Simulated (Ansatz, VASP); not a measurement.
# One calculation of LiSi2B3, two programs

Contents of INCAR:

```
PREC     = Accurate       # precision mode
ENCUT    = 750            # plane-wave cutoff, eV
EDIFF    = 1E-6           # SCF threshold, eV
ISMEAR   = 0              # smearing method
SIGMA    = 0.1            # smearing width, eV
LREAL    = F              # projectors in reciprocal space
LASPH    = T              # aspherical terms in the spheres
NELM     = 120            # most SCF steps
ALGO     = Normal         # electronic algorithm
ISIF     = 2              # what is computed and relaxed
LWAVE    = F              # write WAVECAR
LCHARG   = T              # write CHGCAR
GGA      = PE             # functional
LELF     = T              # ELF
LVHAR    = T            
NBANDS   = 19             # bands
GGA_COMPAT= F
```

Contents of KPOINTS:

```
Automatic mesh
0
Gamma
  6 6 4
```

File POSCAR:

```
LiSi2B3
1.0
    4.0590885300      0.0000000000      0.0000000000
   -2.0295442600      3.5152737800      0.0000000000
    0.0000000000      0.0000000000      4.8705021900
Li Si B
1 2 3
Direct
    0.0000000000      0.0000000000      0.5000000000
    0.3333333300      0.6666666700      0.8448491600
    0.3333333300      0.6666666700      0.1551508400
    0.3333333300      0.6666666700      0.3948193000
    0.3333333300      0.6666666700      0.6051807000
    0.6666666700      0.3333333300      0.0000000000
```

Input for Ansatz:

```yaml
crystal:
  lattice:
    - [4.05908853, 0.0, 0.0]
    - [-2.02954426, 3.51527378, 0.0]
    - [0.0, 0.0, 4.87050219]
  atoms:
    - { symbol: Li, position: [0.0, 0.0, 0.5] }
    - { symbol: Si, position: [0.33333333, 0.66666667, 0.84484916] }
    - { symbol: Si, position: [0.33333333, 0.66666667, 0.15515084] }
    - { symbol: B, position: [0.33333333, 0.66666667, 0.3948193] }
    - { symbol: B, position: [0.33333333, 0.66666667, 0.6051807] }
    - { symbol: B, position: [0.66666667, 0.33333333, 0.0] }
basis:
  ecutwfc: 420
kpoints:
  mp_grid: { grid: [6, 6, 4] }
hamiltonian:
  xc: pbe
scf:
  occupations: { method: gaussian, width: 0.1 }
  lower_state_search: "off"
output:
  forces: true
  stress: true
  eigenvalues: true
```

Alike in both runs: task single point; functional PBE; k mesh 6 × 6 × 4; occupations gaussian, width 0.1 eV; no spin polarisation.

|  | VASP | Ansatz |
| --- | --- | --- |
| version | VASP 6.6.1 | Ansatz 0.2.0 |
| potentials or method | VASP PAW PBE potentials, release 64 (Li_sv, Si, B), cutoff 750 eV | scalar-relativistic, plane waves, PAW |
| valence electrons in the cell | 20 | 20 |

```tsv
	VASP	Ansatz	Ansatz less VASP
gap on the k mesh at the Fermi level (eV)	none	none	-
rms of the force components (eV/Å)	10.080	10.162	+0.0820
```

Atom by atom the forces differ by 0.090 eV/Å (rms over components). A gap of «none» marks a metal or a gap that the smearing closes.
